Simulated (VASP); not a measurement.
# Cd4F (P4/mmm) in VASP: single point with PBE

Aim: the single point of Cd4F with PBE.

Everything below comes from runs of VASP 6.6.1. Logs are shortened: lines on timing, memory, paths and dates and some standing lists are left out, and cuts for length are marked.

### 1 The cell of the first run

Symmetry: P4/mmm, No. 123, tetragonal system. The conventional cell has a = 4.169 Å, b = 4.169 Å, c = 6.837 Å, α = 90.00°, β = 90.00°, γ = 90.00°. Within 3.8 Å of Cd (site symmetry 2mm) lie 2 F at 2.81 Å and 6 Cd at 2.95 to 3.78 Å. Within 3.7 Å of F (site symmetry 4/mmm) lie 8 Cd at 2.81 Å.

### 2 Single point, PBE (atoms taken out)

The input, INCAR:

```
SYSTEM = Cd4F
  PREC = Accurate
  ENCUT = 520
  EDIFF = 1E-6
  ISMEAR = 0
  SIGMA = 0.1
  LREAL = .False.
  LASPH = .True.
  NELM = 100
  ALGO = Normal
  ISIF = 2
  LWAVE = .False.
  LCHARG = .False.
  GGA = PE
  NBANDS = 36
```

The input, KPOINTS:

```
regular mesh
0
Gamma
  10 10 6
  0 0 0
```

The input, POSCAR:

```
Cd4F
1.0
    4.1689980472      0.0000000000      0.0000000000
    0.0000000000      4.1689980472      0.0000000000
    0.0000000000      0.0000000000      6.8369718155
Cd F
4 1
Direct
    0.5000000000      0.0000000000      0.2765705162
    0.0000000000      0.5000000000      0.7234294838
    0.5000000000      0.0000000000      0.7234294838
    0.0000000000      0.5000000000      0.2765705162
    0.0000000000      0.0000000000      0.0000000000
```

Potentials or basis: VASP PAW PBE potentials, release 64 (Cd, F).

The run is started by

```bash
> cat potpaw_PBE.64/Cd/POTCAR potpaw_PBE.64/F/POTCAR > POTCAR
> mpirun -np 1 vasp_std > vasp.out
```

OUTCAR:

```text
SYSTEM = Cd4F
   PREC = Accurate
   ENCUT = 520
   EDIFF = 1E-6
   ISMEAR = 0
   LREAL = .False.
   LASPH = .True.
   NELM = 100
   ISIF = 2
   GGA = PE

 ion  position               nearest neighbor table
   1  0.500  0.000  0.277-   5 2.81   5 2.81   4 2.95   4 2.95   4 2.95   4 2.95   3 3.06   3 3.78

   2  0.000  0.500  0.723-   5 2.81   5 2.81   3 2.95   3 2.95   3 2.95   3 2.95   4 3.06   4 3.78

   3  0.500  0.000  0.723-   5 2.81   5 2.81   2 2.95   2 2.95   2 2.95   2 2.95   1 3.06   1 3.78

   4  0.000  0.500  0.277-   5 2.81   5 2.81   1 2.95   1 2.95   1 2.95   1 2.95   2 3.06   2 3.78

   5  0.000  0.000  0.000-   1 2.81   2 2.81   3 2.81   4 2.81   2 2.81   4 2.81   1 2.81   3 2.81

  LATTYP: Found a simple tetragonal cell.
 ALAT       =     4.1689980472
 C/A-ratio  =     1.6399556292

  Lattice vectors:

 A1 = (   4.1689980472,   0.0000000000,   0.0000000000)
 A2 = (   0.0000000000,   4.1689980472,   0.0000000000)
 A3 = (   0.0000000000,   0.0000000000,   6.8369718155)

Analysis of symmetry for initial positions (statically):
=====================================================================
 Subroutine PRICEL returns:
 Original cell was already a primitive cell.

 Routine SETGRP: Setting up the symmetry group for a
 simple tetragonal supercell.

 Subroutine GETGRP returns: Found 16 space group operations
 (whereof 16 operations were pure point group operations)
 out of a pool of 16 trial point group operations.

The static configuration has the point symmetry D_4h.

Analysis of symmetry for dynamics (positions and initial velocities):
=====================================================================
 Subroutine PRICEL returns:
 Original cell was already a primitive cell.

 Routine SETGRP: Setting up the symmetry group for a
 simple tetragonal supercell.

 Subroutine GETGRP returns: Found 16 space group operations
 (whereof 16 operations were pure point group operations)
 out of a pool of 16 trial point group operations.

The dynamic configuration has the point symmetry D_4h.

 Subroutine INISYM returns: Found 16 space group operations
 (whereof 16 operations are pure point group operations),
 and found     1 'primitive' translations

----------------------------------------------------------------------------------------

                                     Primitive cell

  volume of cell :     118.8303

  direct lattice vectors                    reciprocal lattice vectors
     4.168998047  0.000000000  0.000000000     0.239865788  0.000000000  0.000000000
     0.000000000  4.168998047  0.000000000     0.000000000  0.239865788  0.000000000
     0.000000000  0.000000000  6.836971816     0.000000000  0.000000000  0.146263584

  length of vectors
     4.168998047  4.168998047  6.836971816     0.239865788  0.239865788  0.146263584

  position of ions in fractional coordinates (direct lattice)
     0.500000000  0.000000000  0.276570516
     0.000000000  0.500000000  0.723429484
     0.500000000  0.000000000  0.723429484
     0.000000000  0.500000000  0.276570516
     0.000000000  0.000000000  0.000000000

  ion indices of the primitive-cell ions
   primitive index   ion index
                 1           1
                 2           2
                 3           3
                 4           4
                 5           5

----------------------------------------------------------------------------------------

 KPOINTS: regular mesh

Automatic generation of k-mesh.
 Grid dimensions read from file:
 generate k-points for:   10   10    6

 Generating k-lattice:

  Cartesian coordinates                     Fractional coordinates (reciprocal lattice)
     0.023986579  0.000000000  0.000000000     0.100000000  0.000000000  0.000000000
     0.000000000  0.023986579  0.000000000     0.000000000  0.100000000  0.000000000
     0.000000000  0.000000000  0.024377264     0.000000000  0.000000000  0.166666667

  Length of vectors
     0.023986579  0.023986579  0.024377264

  Shift w.r.t. Gamma in fractional coordinates (k-lattice)
     0.000000000  0.000000000  0.000000000

 Subroutine IBZKPT returns following result:
 ===========================================

 Found     84 irreducible k-points:

 Following reciprocal coordinates:
            Coordinates               Weight
  0.000000  0.000000  0.000000      1.000000
  0.100000  0.000000  0.000000      4.000000
  0.200000  0.000000  0.000000      4.000000
  0.300000  0.000000  0.000000      4.000000
  0.400000  0.000000  0.000000      4.000000
  0.500000  0.000000  0.000000      2.000000
[... 16 lines left out ...]
  0.100000  0.000000  0.166667      8.000000
  0.200000  0.000000  0.166667      8.000000
 [... further k-points ...]
   k-points           NKPTS =     84   k-points in BZ     NKDIM =     84   number of bands    NBANDS=     36
   number of dos      NEDOS =    301   number of ions     NIONS =      5
   total plane-waves  NPLWV =  55296
   dimension x,y,z NGX =    32 NGY =   32 NGZ =   54
   dimension x,y,z NGXF=    64 NGYF=   64 NGZF=  108
   ions per type =               4   1
   NGX,Y,Z   is equivalent  to a cutoff of  12.76, 12.76, 13.13 a.u.
   NGXF,Y,Z  is equivalent  to a cutoff of  25.52, 25.52, 26.26 a.u.
 SYSTEM =  Cd4F
   PREC   = accura    normal or accurate (medium, high low for compatibility)
   ISTART =      0    job   : 0-new  1-cont  2-samecut
   ICHARG =      2    charge: 1-file 2-atom 10-const
   ISPIN  =      1    spin polarized calculation?
   LNONCOLLINEAR =      F non collinear calculations
   LSORBIT =      F    spin-orbit coupling
   LASPH  =      T    aspherical Exc in radial PAW
   ENCUT  =  520.0 eV  38.22 Ry    6.18 a.u.   7.75  7.75 12.71*2*pi/ulx,y,z
   NELM   =    100;   NELMIN=  2; NELMDL= -5     # of ELM steps
   EDIFF  = 0.1E-05   stopping-criterion for ELM
   LREAL  =      F    real-space projection
   EDIFFG = 0.1E-04   stopping-criterion for IOM
   NSW    =      0    number of steps for IOM
   IBRION =     -1    ionic relax: 0-MD 1-quasi-New 2-CG
   NFREE  =      0    steps in history (QN), initial steepest desc. (CG)
   ISIF   =      2    stress and relaxation
   ISYM   =      2    0-nonsym 1-usesym 2-fastsym
   POTIM  = 0.5000    time-step for ionic-motion
   TEBEG  =    0.0;   TEEND  =   0.0 temperature during run
   PSTRESS=    0.0 pullay stress
   NELECT =      55.0000    total number of electrons
   NUPDOWN=      -1.0000    fix difference up-down
   EMIN   =  10.00;   EMAX   =-10.00  energy-range for DOS
   EFERMI =   0.00;   METHOD = LEGACY
   ISMEAR =     0;   SIGMA  =   0.10  broadening in eV -4-tet -1-fermi 0-gaus
   EFERMI_NEDOS =   21; number of points for ismear=-14 and -15
   IALGO  =     38    algorithm
   IMIX   =      4    mixing-type and parameters
     AMIX     =   0.40;   BMIX     =  1.00
     AMIX_MAG =   1.60;   BMIX_MAG =  1.00
  volume/ion in A,a.u.               =      23.77       160.38
  Fermi-wavevector in a.u.,A,eV,Ry     =   1.266349  2.393052 21.818836  1.603639
  Thomas-Fermi vector in A             =   2.399554
   LORBIT       =      0    0 simple, 1 ext, 2 COOP (PROOUT), +10 PAW based schemes
   GGA     = PE    functional components
   LHFCALC =     F    Hartree Fock is set to
   AEXX    =    0.0000 exact exchange contribution
   IVDW    =     0    specifies the selected vdW correction
   LEPSILON=     F    determine dielectric tensor
   LRPA    =     F    only Hartree local field effects (RPA)
 non-spin polarized calculation
 Gauss-broadening in eV      SIGMA  =   0.10
  energy-cutoff  :      520.00
  volume of cell :      118.83
 maximum number of plane-waves:      3223
 NGX is ok and might be reduce to    32
   NGX = 15   NGY = 15   NGZ = 25

 number of electron      55.0000010 magnetization

 Free energy of the ion-electron system (eV)
  ---------------------------------------------------
  ext. energy  EPLUGINS =         0.00000000
  ---------------------------------------------------
  free energy    TOTEN  =        -6.81595659 eV

  energy without entropy =       -6.80917362  energy(sigma->0) =       -6.81256510

 E-fermi :   1.2550     XC(G=0):  -9.7040

 val. band max:        1.2037237350   @ k =   0.5000   0.4000   0.0000
 cond. band min:       1.2613810748   @ k =   0.3000   0.3000   0.3333
 fundamental gap:      0.0576573398
 Fermi energy:         1.2550275900

 k-point     1 :       0.0000    0.0000    0.0000
  band No.  band energies     occupation
      1     -21.3824      2.00000
      2      -8.1854      2.00000
      3      -8.1322      2.00000
      4      -7.9522      2.00000
      5      -7.9227      2.00000
      6      -7.9147      2.00000
[... 28 lines left out ...]
     35       7.7834      0.00000
     36       8.3037      0.00000

 k-point     2 :       0.1000    0.0000    0.0000
  band No.  band energies     occupation
      1     -21.3814      2.00000
      2      -8.1524      2.00000
      3      -8.0988      2.00000
      4      -7.9299      2.00000
      5      -7.8925      2.00000
      6      -7.8829      2.00000
[... 28 lines left out ...]
     35       8.2206      0.00000
     36       8.4898      0.00000

 k-point     3 :       0.2000    0.0000    0.0000
  band No.  band energies     occupation
      1     -21.3792      2.00000
      2      -8.0545      2.00000
      3      -7.9999      2.00000
      4      -7.8692      2.00000
      5      -7.8059      2.00000
      6      -7.7919      2.00000
[... 28 lines left out ...]
     35       9.1104      0.00000
     36       9.3897      0.00000
[... 742 lines left out ...]
 k-point    23 :       0.1000    0.0000    0.1667
  band No.  band energies     occupation
      1     -21.3814      2.00000
      2      -8.1507      2.00000
      3      -8.1004      2.00000
      4      -7.9269      2.00000
      5      -7.9133      2.00000
      6      -7.8543      2.00000
[... 28 lines left out ...]
     35       8.2114      0.00000
     36       8.3994      0.00000

 k-point    24 :       0.2000    0.0000    0.1667
  band No.  band energies     occupation
      1     -21.3792      2.00000
      2      -8.0527      2.00000
      3      -8.0018      2.00000
      4      -7.8590      2.00000
      5      -7.8264      2.00000
      6      -7.7678      2.00000
[... 28 lines left out ...]
     35       8.6110      0.00000
     36       9.5774      0.00000

 [... further k-points ...]

------------------------ aborting loop because EDIFF is reached ----------------------------------------

  FORCE on cell =-STRESS in cart. coord.  units (eV):
  Direction    XX          YY          ZZ          XY          YZ          ZX
  --------------------------------------------------------------------------------------
  -------------------------------------------------------------------------------------
  Total        0.1599241      0.1599241      0.1165770      0.0000000     -0.0000000      0.0000000
  in kB        2.1562416      2.1562416      1.5717960      0.0000000     -0.0000000      0.0000000
  external PRESSURE =       1.9614264 kB  Pullay stress =       0.0000000 kB

 VOLUME and BASIS-vectors are now :
 -----------------------------------------------------------------------------
  energy-cutoff  :      520.00
  volume of cell :      118.83
      direct lattice vectors                 reciprocal lattice vectors
     4.168998047  0.000000000  0.000000000     0.239865788  0.000000000  0.000000000
     0.000000000  4.168998047  0.000000000     0.000000000  0.239865788  0.000000000
     0.000000000  0.000000000  6.836971816     0.000000000  0.000000000  0.146263584

 POSITION                                       TOTAL-FORCE (eV/Angst)
 -----------------------------------------------------------------------------------
      2.08450      0.00000      1.89090         0.000000      0.000000     -0.001145
      0.00000      2.08450      4.94607         0.000000      0.000000      0.001145
      2.08450      0.00000      4.94607        -0.000000      0.000000      0.001145
      0.00000      2.08450      1.89090         0.000000     -0.000000     -0.001145
      0.00000      0.00000      0.00000         0.000000      0.000000      0.000000
 -----------------------------------------------------------------------------------
    total drift:                                0.000000      0.000000     -0.000000

  FREE ENERGIE OF THE ION-ELECTRON SYSTEM (eV)
  ---------------------------------------------------
  free  energy   TOTEN  =        -6.8159565883 eV

  energy  without entropy=       -6.8091736212  energy(sigma->0) =       -6.81256510
```

Run time: 4.1 min. Hardware: 1 thread of Intel Xeon Platinum 8259CL at 2.50GHz (Skylake/Cascade Lake), shared host; peak memory 0.4 GiB.

What came out:

- Free energy: -6.8160 eV
- Pressure: 0.2 GPa
- Band gap on the k mesh: zero (an odd number of electrons rules out a gap without spin polarisation)

Levels at points of the mesh, in eV from the Fermi level:
```csv
k point,band 26,band 27,band 28,band 29,band 30,band 31
"(0.00, 0.00, 0.00)",-2.23,-0.91,2.36,2.36,2.55,3.94
"(0.50, 0.00, 0.00)",-3.29,-1.89,-0.55,1.82,1.90,5.00
"(0.50, 0.50, 0.00)",-1.57,-1.57,-0.89,0.51,0.73,0.73
"(0.00, 0.00, 0.50)",-3.94,2.22,2.32,2.32,2.86,3.12
"(0.50, 0.00, 0.50)",-2.80,-2.38,-1.63,3.70,4.74,5.22
"(0.50, 0.50, 0.50)",-1.74,-1.08,-0.34,0.10,0.53,0.53
```

Caveat: the cell differs from its parent crystal (atoms taken out); an odd number of electrons without spin polarisation forces a metal; a magnetic or distorted state may lie lower.
